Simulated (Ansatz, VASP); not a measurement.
Se in VASP and in Ansatz

```xyz
1
Lattice="0.0000 2.1934 2.1934 2.1934 0.0000 2.1934 2.1934 2.1934 0.0000" Properties=species:S:1:pos:R:3 pbc="T T T"
Se    0.0000    0.0000    0.0000
```

Alike in both runs: task single point; functional BLYP; k mesh 14 × 14 × 14; occupations fermi-dirac, width 0.1 eV; no spin polarisation.

```csv
,VASP,Ansatz
version,VASP 6.6.1,Ansatz 0.2.0
potentials or method,"VASP PAW PBE potentials, release 64 (Se), cutoff 520 eV","plane waves (420 eV) with PAW, scalar-relativistic"
valence electrons in the cell,6,16
```

```csv
,VASP,Ansatz,Ansatz less VASP
pressure (GPa),5.3,5.1,-0.18
```

VASP's potentials were made for PBE, not for BLYP. VASP's potentials hold 6 valence electrons a cell and Ansatz's 16, so a difference there can come from the potentials and not from the codes.
